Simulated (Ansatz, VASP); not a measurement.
## Two plane-wave programs on Ti2TeAs2

```
CELL_PARAMETERS angstrom
-2.37754 2.37754 4.46946
2.37754 -2.37754 4.46946
2.37754 2.37754 -4.46946
ATOMIC_POSITIONS crystal
Ti 0.75000 0.25000 0.50000
Ti 0.25000 0.75000 0.50000
Te 0.00000 0.00000 0.00000
As 0.64023 0.64023 0.00000
As 0.35977 0.35977 0.00000
```

Change from the starting cell: species swapped into the CeMn2Ge2 type (I4/mmm, No. 139).

Alike in both runs: functional PBE; k mesh 12 × 12 × 12; occupations gaussian, width 0.1 eV; no spin polarisation.

Ansatz relaxed the structure, and its values are those at the end. VASP's run is a single point on that final structure, the one shown.

|  | VASP | Ansatz |
| --- | --- | --- |
| version | VASP 6.6.1 | Ansatz 0.2.0 |
| potentials or method | VASP PAW PBE potentials, release 64 (Ti_sv, Te, As), cutoff 520 eV | scalar-relativistic, plane waves, PAW |
| valence electrons in the cell | 40 | 70 |

Ansatz gave:

| Property | Result |
| --- | --- |
| gap on the k mesh at the Fermi level (eV) | none |
| pressure (GPa) | 0.0 |
| rms of the force components (eV/Å) | 0.000 |

Q: Estimate VASP's values.

A: gap on the k mesh at the Fermi level (eV): none; pressure (GPa): 0.1; rms of the force components (eV/Å): 0.003.

A gap of «none» marks a metal or a gap that the smearing closes. VASP's potentials hold 40 valence electrons a cell and Ansatz's 70, so a difference there can come from the potentials and not from the codes.

Spin-orbit coupling is off throughout.
